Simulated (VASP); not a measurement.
# Zr3O (P6_322) in VASP: a series of runs, part 2 of 3

VASP 6.6.1. The steps go on from the part before.

## Step 3: Single point, r2SCAN

This run uses another cell than the first one, of 19.06 Å³/atom.

POSCAR

```
Zr3O
1.0
    5.7625631399      0.0000000000      0.0000000000
   -2.8812815700      4.9905260701      0.0000000000
    0.0000000000      0.0000000000      5.3021291600
Zr O
6 2
Direct
    0.3432743283      0.0000000000      0.0000000000
    0.3432743283      0.3432743283      0.5000000000
    0.0000000000      0.3432743283      0.0000000000
    0.6567256717      0.0000000000      0.5000000000
    0.6567256717      0.6567256717      0.0000000000
    0.0000000000      0.6567256717      0.5000000000
    0.3333333333      0.6666666667      0.2500000000
    0.6666666667      0.3333333333      0.7500000000
```

INCAR.step1

```
PREC = Accurate ; ENCUT = 520
ISMEAR = -1 ; SIGMA = 0.1
LREAL = False ; LASPH = True
NELM = 100 ; NBANDS = 52
GGA = PE ; ALGO = Normal
EDIFF = 1E-4 ; LWAVE = True
LCHARG = False
```

INCAR.step2

```
PREC = Accurate ; ENCUT = 520
EDIFF = 1E-6 ; ISMEAR = -1
SIGMA = 0.1 ; LREAL = False
LASPH = True ; NELM = 100
ALGO = Normal ; ISIF = 2
LWAVE = False ; LCHARG = False
METAGGA = R2SCAN ; LMIXTAU = True
NBANDS = 52 ; ISTART = 1
```

KPOINTS

```
Automatic mesh
0
Gamma
  7 7 7
```

Potentials or basis: VASP PAW PBE potentials, release 64 (Zr_sv, O).

Launch:

```bash
$ cat potpaw_PBE.64/Zr_sv/POTCAR potpaw_PBE.64/O/POTCAR > POTCAR
$ cp INCAR.step1 INCAR
$ mpirun -np 1 vasp_std > vasp.out
$ cp INCAR.step2 INCAR
$ mpirun -np 1 vasp_std > vasp.out
```

OUTCAR:

```text
PREC = Accurate
   ENCUT = 520
   EDIFF = 1E-6
   ISMEAR = -1
   LREAL = False
   LASPH = True
   NELM = 100
   ISIF = 2
   METAGGA = R2SCAN
   ISTART = 1

 ion  position               nearest neighbor table
   1  0.343  0.000  0.000-   7 2.31   8 2.31   4 3.21   4 3.21   3 3.28   5 3.28   3 3.28   5 3.28
                             6 3.31   6 3.31   2 3.31   2 3.31   5 3.43   3 3.43
   2  0.343  0.343  0.500-   8 2.31   7 2.31   5 3.21   5 3.21   6 3.28   6 3.28   4 3.28   4 3.28
                             3 3.31   3 3.31   1 3.31   1 3.31   4 3.43   6 3.43
   3  0.000  0.343  0.000-   8 2.31   7 2.31   6 3.21   6 3.21   5 3.28   1 3.28   5 3.28   1 3.28
                             2 3.31   2 3.31   4 3.31   4 3.31   1 3.43   5 3.43
   4  0.657  0.000  0.500-   8 2.31   7 2.31   1 3.21   1 3.21   6 3.28   2 3.28   6 3.28   2 3.28
                             3 3.31   3 3.31   5 3.31   5 3.31   2 3.43   6 3.43
   5  0.657  0.657  0.000-   7 2.31   8 2.31   2 3.21   2 3.21   3 3.28   3 3.28   1 3.28   1 3.28
                             6 3.31   6 3.31   4 3.31   4 3.31   1 3.43   3 3.43
   6  0.000  0.657  0.500-   7 2.31   8 2.31   3 3.21   3 3.21   2 3.28   4 3.28   2 3.28   4 3.28
                             5 3.31   5 3.31   1 3.31   1 3.31   4 3.43   2 3.43
   7  0.333  0.667  0.250-   6 2.31   1 2.31   3 2.31   4 2.31   5 2.31   2 2.31
   8  0.667  0.333  0.750-   3 2.31   4 2.31   6 2.31   1 2.31   2 2.31   5 2.31

  LATTYP: Found a hexagonal cell.
 ALAT       =     5.7625631399
 C/A-ratio  =     0.9200991002

  Lattice vectors:

 A1 = (   5.7625631399,   0.0000000000,   0.0000000000)
 A2 = (  -2.8812815700,   4.9905260701,   0.0000000000)
 A3 = (   0.0000000000,   0.0000000000,   5.3021291600)

Analysis of symmetry for initial positions (statically):
=====================================================================
 Subroutine PRICEL returns:
 Original cell was already a primitive cell.

 Routine SETGRP: Setting up the symmetry group for a
 hexagonal supercell.

[... 155 lines left out ...]
  Thomas-Fermi vector in A             =   2.470221
   LORBIT       =      0    0 simple, 1 ext, 2 COOP (PROOUT), +10 PAW based schemes
   METAGGA = R2SCAN    functional components
   LHFCALC =     F    Hartree Fock is set to
   AEXX    =    0.0000 exact exchange contribution
   IVDW    =     0    specifies the selected vdW correction
   LEPSILON=     F    determine dielectric tensor
   LRPA    =     F    only Hartree local field effects (RPA)
 non-spin polarized calculation
  energy-cutoff  :      520.00
  volume of cell :      152.48
 maximum number of plane-waves:      4130
 NGX is ok and might be reduce to    48
   NGX = 21   NGY = 21   NGZ = 19

 number of electron      83.9999990 magnetization

 Free energy of the ion-electron system (eV)
  ---------------------------------------------------
  ext. energy  EPLUGINS =         0.00000000
  ---------------------------------------------------
  free energy    TOTEN  =      -160.61441375 eV

  energy without entropy =     -160.43124573  energy(sigma->0) =     -160.52282974

 E-fermi :   8.9525     XC(G=0): -12.0070

 val. band max:        8.9523955341   @ k =   0.2857   0.0000   0.0000
 cond. band min:       8.9554221592   @ k =   0.4286   0.1429   0.4286
 fundamental gap:      0.0030266251
 Fermi energy:         8.9525256786

 k-point     1 :       0.0000    0.0000    0.0000
  band No.  band energies     occupation
      1     -41.8875      2.00000
      2     -41.7655      2.00000
      3     -41.7588      2.00000
      4     -41.7588      2.00000
      5     -41.7425      2.00000
      6     -41.7425      2.00000
[... 1309 lines left out ...]
     51      11.8419      0.00000
     52      12.1012      0.00000

 [... further k-points ...]

------------------------ aborting loop because EDIFF is reached ----------------------------------------

  FORCE on cell =-STRESS in cart. coord.  units (eV):
  Direction    XX          YY          ZZ          XY          YZ          ZX
  --------------------------------------------------------------------------------------
  -------------------------------------------------------------------------------------
  Total       -6.8136183     -6.8136183     -6.9498999      0.0000000      0.0000000      0.0000000
  in kB      -71.5939054    -71.5939054    -73.0258808      0.0000000      0.0000000      0.0000000
  external PRESSURE =     -72.0712306 kB  Pullay stress =       0.0000000 kB

 VOLUME and BASIS-vectors are now :
 -----------------------------------------------------------------------------
  energy-cutoff  :      520.00
  volume of cell :      152.48
      direct lattice vectors                 reciprocal lattice vectors
     5.762563140  0.000000000  0.000000000     0.173533890  0.100189838  0.000000000
    -2.881281570  4.990526070  0.000000000     0.000000000  0.200379677  0.000000000
     0.000000000  0.000000000  5.302129160     0.000000000  0.000000000  0.188603478

 POSITION                                       TOTAL-FORCE (eV/Angst)
 -----------------------------------------------------------------------------------
      1.97814      0.00000      0.00000        -0.010865      0.000000     -0.000000
      0.98907      1.71312      2.65106        -0.005433     -0.009410     -0.000000
     -0.98907      1.71312      0.00000         0.005433     -0.009410      0.000000
      3.78442      0.00000      2.65106         0.010865      0.000000     -0.000000
      1.89221      3.27741      0.00000         0.005433      0.009410     -0.000000
     -1.89221      3.27741      2.65106        -0.005433      0.009410     -0.000000
     -0.00000      3.32702      1.32553         0.000000      0.000000     -0.000000
      2.88128      1.66351      3.97660         0.000000      0.000000      0.000000
 -----------------------------------------------------------------------------------
    total drift:                               -0.000001      0.000000     -0.000000

  FREE ENERGIE OF THE ION-ELECTRON SYSTEM (eV)
  ---------------------------------------------------
  free  energy   TOTEN  =      -160.6144137460 eV

  energy  without entropy=     -160.4312457272  energy(sigma->0) =     -160.52282974
```

OSZICAR.step1:

```text
N       E                     dE             d eps       ncg     rms          rms(c)
DAV:   1     0.913919020915E+03    0.91392E+03   -0.45129E+04  3328   0.162E+03
DAV:   2     0.612376335896E+01   -0.90780E+03   -0.88775E+03  3856   0.486E+02
DAV:   3    -0.716105459909E+02   -0.77734E+02   -0.76421E+02  5104   0.115E+02
DAV:   4    -0.778910122939E+02   -0.62805E+01   -0.62528E+01  5152   0.284E+01
DAV:   5    -0.783202439611E+02   -0.42923E+00   -0.42904E+00  4608   0.533E+00    0.290E+01
DAV:   6    -0.725386252394E+02    0.57816E+01   -0.30082E+01  4368   0.221E+01    0.124E+01
DAV:   7    -0.721915882536E+02    0.34704E+00   -0.40500E+00  4240   0.733E+00    0.529E+00
DAV:   8    -0.721458689370E+02    0.45719E-01   -0.49557E-01  4068   0.302E+00    0.129E+00
DAV:   9    -0.721540946724E+02   -0.82257E-02   -0.13524E-01  4376   0.145E+00    0.695E-01
DAV:  10    -0.721487567143E+02    0.53380E-02   -0.42398E-02  4400   0.742E-01    0.802E-02
DAV:  11    -0.721488964766E+02   -0.13976E-03   -0.16788E-03  3856   0.162E-01    0.315E-02
DAV:  12    -0.721488851094E+02    0.11367E-04   -0.23008E-04  2476   0.579E-02
   1 F= -.72148885E+02 E0= -.72046888E+02  d E =-.203994E+00
```

Run time: 11 min. Hardware: 1 thread of Intel Xeon Platinum 8488C (Sapphire Rapids), shared host; peak memory 0.42 GiB.

Results:

```yaml
Free_energy: -160.6144 eV
Pressure: -7.2 GPa
Largest_force: 0.011 eV/Å
Band_gap_on_the_k_mesh: zero (bands 42 and 43 overlap by 0.76 eV)
```

Forces in eV/Å, atoms in the order of the input:
```
Zr  -0.011  0.000  0.000
Zr  -0.005 -0.009  0.000
Zr   0.005 -0.009  0.000
Zr   0.011  0.000  0.000
Zr   0.005  0.009  0.000
Zr  -0.005  0.009  0.000
O    0.000  0.000  0.000
O    0.000  0.000  0.000
```

Caveat: the cell stands under tension; the PAW data sets were made with another functional, which shifts forces and pressure a little.

## Step 4: Single point, r2SCAN

This run uses another cell than the first one, of 16.90 Å³/atom.

POSCAR

```
Zr3O
1.0
    5.5363434813      0.0000000000      0.0000000000
   -2.7681717406      4.7946140989      0.0000000000
    0.0000000000      0.0000000000      5.0939846600
Zr O
6 2
Direct
    0.3379363795      0.0000000000      0.0000000000
    0.3379363795      0.3379363795      0.5000000000
    0.0000000000      0.3379363795      0.0000000000
    0.6620636205      0.0000000000      0.5000000000
    0.6620636205      0.6620636205      0.0000000000
    0.0000000000      0.6620636205      0.5000000000
    0.3333333333      0.6666666667      0.2500000000
    0.6666666667      0.3333333333      0.7500000000
```

INCAR.step1

```
PREC = Accurate
ENCUT = 520
ISMEAR = -1
SIGMA = 0.1
LREAL = F
LASPH = T
NELM = 100
NBANDS = 52
GGA = PE
ALGO = Normal
EDIFF = 1E-4
LWAVE = T
LCHARG = F
```

INCAR.step2

```
PREC = Accurate
ENCUT = 520
EDIFF = 1E-6
ISMEAR = -1
SIGMA = 0.1
LREAL = F
LASPH = T
NELM = 100
ALGO = Normal
ISIF = 2
LWAVE = F
LCHARG = F
METAGGA = R2SCAN
LMIXTAU = T
NBANDS = 52
ISTART = 1
```

KPOINTS is that of step 3.

Launch:

```bash
$ cat potpaw_PBE.64/Zr_sv/POTCAR potpaw_PBE.64/O/POTCAR > POTCAR
$ cp INCAR.step1 INCAR
$ mpirun -np 1 vasp_std > vasp.out
$ cp INCAR.step2 INCAR
$ mpirun -np 1 vasp_std > vasp.out
```

Run time: 6.7 min. Hardware: 1 thread of Intel Xeon 6975P-C (Granite Rapids), shared host; peak memory 0.37 GiB.

Results (log left out):

- Free energy: -160.5563 eV
- Pressure: 9.8 GPa
- Largest force: 0.014 eV/Å
- Band gap on the k mesh: zero (bands 42 and 43 overlap by 0.81 eV)

Forces on the atoms (eV/Å):
```
Zr  -0.014  0.000  0.000
Zr  -0.007 -0.012  0.000
Zr   0.007 -0.012  0.000
Zr   0.014  0.000  0.000
Zr   0.007  0.012  0.000
Zr  -0.007  0.012  0.000
O    0.000  0.000  0.000
O    0.000  0.000  0.000
```

Stress tensor (GPa, compression positive):
```
9.80 0.00 0.00
0.00 9.80 0.00
0.00 0.00 9.89
```

Levels at points of the mesh, in eV from the Fermi level:
```tsv
k point	band 38	band 39	band 40	band 41	band 42	band 43	band 44	band 45	band 46	band 47
(0.00, 0.00, 0.00)	-1.54	-1.15	-1.15	0.14	0.72	0.72	0.92	0.94	0.94	1.53
```

Caveat: the cell stands under pressure; the PAW data sets were made with another functional, which shifts forces and pressure a little.

(Part 2 of 3 ends here.)
